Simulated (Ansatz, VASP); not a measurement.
**MoS2: VASP beside Ansatz**

```
Mo S
1.0
     3.21070    0.00000    0.00000
    -1.60535    2.78055    0.00000
     0.00000    0.00000   12.48618
Mo S
2 4
Cartesian
  0.0000 1.8537 3.1215
  1.6054 0.9268 9.3646
  0.0000 1.8537 7.7789
  1.6054 0.9268 1.5358
  0.0000 1.8537 10.9504
  1.6054 0.9268 4.7073
```

Alike in both runs: task single point; functional LDA; k mesh 8 × 8 × 2; no spin polarisation.

```csv
,VASP,Ansatz
version,VASP 6.6.1,Ansatz 0.2.0
potentials or method,"VASP PAW LDA potentials, release 64 (Mo_sv, S), cutoff 520 eV","plane waves, PAW"
occupations,"methfessel-paxton of order 1, width 0.05 eV","cold, width 0.05 eV"
valence electrons in the cell,52,52
```

Ansatz gave:

- pressure (GPa): -10.7
- traceless stress, the component that is largest in VASP (GPa): -0.13

**Question.** What did VASP give for the same quantities?

**Answer.** Pressure (GPa): -10.6; traceless stress, the component that is largest in VASP (GPa): -0.15.

LDA's correlation is that of Perdew and Zunger in VASP and of Perdew and Wang (1992) in Ansatz. Ansatz's warnings: structure snapped to symmetry.
